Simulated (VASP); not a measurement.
Wanted: the native input for a VASP 6.6.1 run.

```yaml
Task: single point
Functional: PBE
Potentials_or_basis: VASP PAW PBE potentials, release 64 (O_h)
Cutoff: 1000 eV
k_mesh: 1 × 1 × 1
Occupations: fermi-dirac, width 0.05 eV
Spin: collinear spin, ferromagnetic start
Starting_moments: "[1.0, 1.0] μB"
Dipole_correction: no
Further_INCAR_settings: ALGO = Normal; EDIFF = 1e-06; NBANDS = 17; NELMDL = -8
```

The structure of O2 lies in POSCAR:

```
O
1.0
    9.0000000000      0.0000000000      0.0000000000
    0.0000000000      9.5000000000      0.0000000000
    0.0000000000      0.0000000000     10.0000000000
O
2
Direct
    0.5000000000      0.5000000000      0.4391082951
    0.5000000000      0.5000000000      0.5608917049
```

One way to write it, as run:

INCAR

```
PREC = Accurate ; ENCUT = 1000
EDIFF = 1E-6 ; ISMEAR = -1
SIGMA = 0.05 ; LREAL = F
LASPH = T ; NELM = 200
ALGO = Normal ; ISIF = 2
LWAVE = F ; LCHARG = F
ISPIN = 2 ; MAGMOM = 1 1
LORBIT = 11 ; GGA = PE
NBANDS = 17 ; GGA_COMPAT = F
NELMDL = -8
```

KPOINTS

```
regular mesh
0
Gamma
  1 1 1
```

Potentials or basis: VASP PAW PBE potentials, release 64 (O_h).

Launch:

```console
$ cat potpaw_PBE.64/O_h/POTCAR > POTCAR
$ mpirun -np 1 vasp_gam > vasp.out
```

It gave:

```
Largest force                                         : 0.078 eV/Å
Gap between the frontier levels                       : 2.32 eV
Net moment                                            : 2.00 μB per cell
Site moments                                          : O +0.62 μB
Valence electrons inside the program's atomic spheres : O 3.31
```

It took 4.6 min on 1 thread of Intel(R) Xeon(R) Platinum 8488C (Sapphire Rapids) (shared host), peak memory 2.2 GiB.
